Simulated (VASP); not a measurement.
# BAs (F-43m) in VASP: single point with PBE0

Aim: the single point of BAs with PBE0.

Program: VASP 6.6.1. These are calculated values, not measurements. Logs are shortened: lines on timing, memory, paths and dates and some standing lists are left out, and cuts for length are marked.

### Step 1. The cell of the first run

Symmetry: F-43m, No. 216, cubic system. The conventional cell has a = 5.047 Å, b = 5.047 Å, c = 5.047 Å, α = 90.00°, β = 90.00°, γ = 90.00°. B (site symmetry -43m) has 4 As at 2.19 Å within 2.9 Å. As (site symmetry -43m) has 4 B at 2.19 Å within 2.9 Å.

### Step 2. Single point, PBE0

POSCAR reads:

```
BAs
1.0
    0.0000000000      2.5235980266      2.5235980266
    2.5235980266      0.0000000000      2.5235980266
    2.5235980266      2.5235980266      0.0000000000
B As
1 1
Direct
    0.0000000000      0.0000000000      0.0000000000
    0.2500000000      0.2500000000      0.2500000000
```

INCAR.step1 reads:

```
SYSTEM = BAs
ALGO = Normal
EDIFF = 1E-5
ENCUT = 520
GGA = PE
ISIF = 2
ISMEAR = 0
LASPH = .True.
LCHARG = .False.
LREAL = .False.
LWAVE = .True.
NBANDS = 11
NELM = 80
PREC = Accurate
SIGMA = 0.05
```

INCAR.step2 reads:

```
SYSTEM = BAs
AEXX = 0.25
ALGO = Normal
EDIFF = 1E-6
ENCUT = 520
GGA = PE
ISIF = 2
ISMEAR = 0
ISTART = 1
LASPH = .True.
LCHARG = .False.
LHFCALC = .True.
LREAL = .False.
LWAVE = .False.
NBANDS = 11
NELM = 80
PREC = Accurate
PRECFOCK = Normal
SIGMA = 0.05
```

KPOINTS reads:

```
k-points
0
Gamma
  6 6 6
  0 0 0
```

Potentials or basis: VASP PAW PBE potentials, release 64 (B, As).

The run is started by

```sh
> cat potpaw_PBE.64/B/POTCAR potpaw_PBE.64/As/POTCAR > POTCAR
> cp INCAR.step1 INCAR
> mpirun -np 1 vasp_std > vasp.out
> cp INCAR.step2 INCAR
> mpirun -np 1 vasp_std > vasp.out
```

OUTCAR:

```text
SYSTEM = BAs
   AEXX = 0.25
   EDIFF = 1E-6
   ENCUT = 520
   GGA = PE
   ISIF = 2
   ISMEAR = 0
   ISTART = 1
   LASPH = .True.
   LHFCALC = .True.
   LREAL = .False.
   NELM = 80
   PREC = Accurate
   PRECFOCK = Normal

 ion  position               nearest neighbor table
   1  0.000  0.000  0.000-   2 2.19   2 2.19   2 2.19   2 2.19
   2  0.250  0.250  0.250-   1 2.19   1 2.19   1 2.19   1 2.19

  LATTYP: Found a face centered cubic cell.
 ALAT       =     5.0471960532

  Lattice vectors:

 A1 = (   0.0000000000,   2.5235980266,   2.5235980266)
 A2 = (   2.5235980266,   0.0000000000,   2.5235980266)
 A3 = (   2.5235980266,   2.5235980266,   0.0000000000)

Analysis of symmetry for initial positions (statically):
=====================================================================
 Subroutine PRICEL returns:
 Original cell was already a primitive cell.

 Routine SETGRP: Setting up the symmetry group for a
 face centered cubic supercell.

 Subroutine GETGRP returns: Found 24 space group operations
 (whereof 24 operations were pure point group operations)
 out of a pool of 48 trial point group operations.

The static configuration has the point symmetry T_d .

Analysis of symmetry for dynamics (positions and initial velocities):
=====================================================================
 Subroutine PRICEL returns:
 Original cell was already a primitive cell.

 Routine SETGRP: Setting up the symmetry group for a
 face centered cubic supercell.

 Subroutine GETGRP returns: Found 24 space group operations
 (whereof 24 operations were pure point group operations)
 out of a pool of 48 trial point group operations.

The dynamic configuration has the point symmetry T_d .

 Subroutine INISYM returns: Found 24 space group operations
 (whereof 24 operations are pure point group operations),
 and found     1 'primitive' translations

----------------------------------------------------------------------------------------

                                     Primitive cell

  volume of cell :      32.1433

  direct lattice vectors                    reciprocal lattice vectors
     0.000000000  2.523598027  2.523598027    -0.198129811  0.198129811  0.198129811
     2.523598027  0.000000000  2.523598027     0.198129811 -0.198129811  0.198129811
     2.523598027  2.523598027  0.000000000     0.198129811  0.198129811 -0.198129811

  length of vectors
     3.568906555  3.568906555  3.568906555     0.343170899  0.343170899  0.343170899
[... 88 lines left out ...]
   EFERMI_NEDOS =   21; number of points for ismear=-14 and -15
   IALGO  =     38    algorithm
   IMIX   =      1    mixing-type and parameters
     AMIX     =   0.40;   BMIX     =  1.00
     AMIX_MAG =   1.60;   BMIX_MAG =  1.00
  volume/ion in A,a.u.               =      16.07       108.46
  Fermi-wavevector in a.u.,A,eV,Ry     =   1.029773  1.945988 14.428047  1.060432
  Thomas-Fermi vector in A             =   2.163837
   LORBIT       =      0    0 simple, 1 ext, 2 COOP (PROOUT), +10 PAW based schemes
   GGA     = PE    functional components
   LHFCALC =     T    Hartree Fock is set to
   PRECFOCK=normal    Normal, Fast or Accurate (Low or Medium for compatibility)
   ENCUT4O =  -1.0   cutoff for four orbital integrals eV
   NKREDX  =     1    reduce k-point grid by
   NKREDY  =     1    reduce k-point grid by
   NKREDZ  =     1    reduce k-point grid by
   AEXX    =    0.2500 exact exchange contribution
   HFSCREEN=    0.0000 screening length (either q_TF or 0.3 A-1)
   HFSCREENC=   0.0000 screening length for correlation (either q_TF or 0.3 A-1)
   ENCUTFOCK=  -1.0 apply spherical cutoff to Coloumb kernel
   IVDW    =     0    specifies the selected vdW correction
   LEPSILON=     F    determine dielectric tensor
   LRPA    =     F    only Hartree local field effects (RPA)
 non-spin polarized calculation
 Gauss-broadening in eV      SIGMA  =   0.05
  energy-cutoff  :      520.00
  volume of cell :       32.14
 maximum number of plane-waves:       893
 NGX is ok and might be reduce to    28
  NGX = 20; NGY = 20; NGZ = 20

 number of electron       8.0000000 magnetization

 Free energy of the ion-electron system (eV)
  ---------------------------------------------------
  ext. energy  EPLUGINS =         0.00000000
  ---------------------------------------------------
  free energy    TOTEN  =       -13.85273313 eV

  energy without entropy =      -13.85273313  energy(sigma->0) =      -13.85273313

 E-fermi :   4.0044     XC(G=0):  -7.8232

 val. band max:        3.6831304835   @ k =   0.0000   0.0000   0.0000
 cond. band min:       6.4315983636   @ k =   0.3333   0.3333   0.0000
 fundamental gap:      2.7484678801
 Fermi energy:         4.0043501604

 k-point     1 :       0.0000    0.0000    0.0000
  band No.  band energies     occupation
      1     -11.8653      2.00000
      2       3.6831      2.00000
      3       3.6831      2.00000
      4       3.6831      2.00000
      5       8.0837      0.00000
      6       8.2918      0.00000
      7       8.2918      0.00000
      8       8.2918      0.00000
      9      14.2004      0.00000
     10      17.7875      0.00000
     11      17.7875      0.00000
[... 197 lines left out ...]
 k-point    16 :      -0.3333    0.5000    0.1667
  band No.  band energies     occupation
      1      -7.9642      2.00000
      2      -4.7157      2.00000
      3      -1.0520      2.00000
      4      -0.8506      2.00000
      5       8.8725      0.00000
      6       8.9484      0.00000
      7      13.2547      0.00000
      8      13.5155      0.00000
      9      16.8669      0.00000
     10      19.5377      0.00000
     11      20.3961      0.00000

------------------------ aborting loop because EDIFF is reached ----------------------------------------

  FORCE on cell =-STRESS in cart. coord.  units (eV):
  Direction    XX          YY          ZZ          XY          YZ          ZX
  --------------------------------------------------------------------------------------
  -------------------------------------------------------------------------------------
  Total       -3.5738622     -3.5738622     -3.5738622      0.0000000     -0.0000000      0.0000000
  in kB     -178.1385256   -178.1385256   -178.1385256      0.0000000     -0.0000000      0.0000000
  external PRESSURE =    -178.1385256 kB  Pullay stress =       0.0000000 kB

 VOLUME and BASIS-vectors are now :
 -----------------------------------------------------------------------------
  energy-cutoff  :      520.00
  volume of cell :       32.14
      direct lattice vectors                 reciprocal lattice vectors
     0.000000000  2.523598027  2.523598027    -0.198129811  0.198129811  0.198129811
     2.523598027  0.000000000  2.523598027     0.198129811 -0.198129811  0.198129811
     2.523598027  2.523598027  0.000000000     0.198129811  0.198129811 -0.198129811

 POSITION                                       TOTAL-FORCE (eV/Angst)
 -----------------------------------------------------------------------------------
      0.00000      0.00000      0.00000         0.000000      0.000000      0.000000
      1.26180      1.26180      1.26180        -0.000000     -0.000000     -0.000000
 -----------------------------------------------------------------------------------
    total drift:                                0.000000      0.000000      0.000000

  FREE ENERGIE OF THE ION-ELECTRON SYSTEM (eV)
  ---------------------------------------------------
  free  energy   TOTEN  =       -13.8527331297 eV

  energy  without entropy=      -13.8527331297  energy(sigma->0) =      -13.85273313
```

OSZICAR.step1:

```text
N       E                     dE             d eps       ncg     rms          rms(c)
DAV:   1     0.120585352032E+02    0.12059E+02   -0.37218E+03   352   0.636E+02
DAV:   2    -0.108155756549E+02   -0.22874E+02   -0.22368E+02   519   0.103E+02
DAV:   3    -0.115605039946E+02   -0.74493E+00   -0.74354E+00   427   0.169E+01
DAV:   4    -0.115631706855E+02   -0.26667E-02   -0.26666E-02   385   0.116E+00
DAV:   5    -0.115631763471E+02   -0.56617E-05   -0.56617E-05   432   0.565E-02    0.389E+00
DAV:   6    -0.112236575036E+02    0.33952E+00   -0.11370E+00   358   0.392E+00    0.193E+00
DAV:   7    -0.111952306443E+02    0.28427E-01   -0.94100E-02   408   0.158E+00    0.864E-01
DAV:   8    -0.111908675191E+02    0.43631E-02   -0.16222E-02   388   0.712E-01    0.835E-02
DAV:   9    -0.111911845742E+02   -0.31706E-03   -0.87058E-04   388   0.150E-01    0.449E-02
DAV:  10    -0.111913563744E+02   -0.17180E-03   -0.20595E-04   366   0.854E-02    0.105E-02
DAV:  11    -0.111913636968E+02   -0.73224E-05   -0.78150E-06   403   0.178E-02
   1 F= -.11191364E+02 E0= -.11191364E+02  d E =-.262652E-13
```

Wall time 11 min (1 thread of Intel Xeon 8259CL, shared host); peak memory 0.18 GiB.

Results:

| Property | Result |
| --- | --- |
| Free energy | -13.8527 eV |
| Pressure | -17.8 GPa |
| Band gap on the k mesh | 2.75 eV (least direct gap 4.40 eV) |

Caveat: the cell stands under tension; the PAW data sets were made with another functional, which shifts forces and pressure a little.
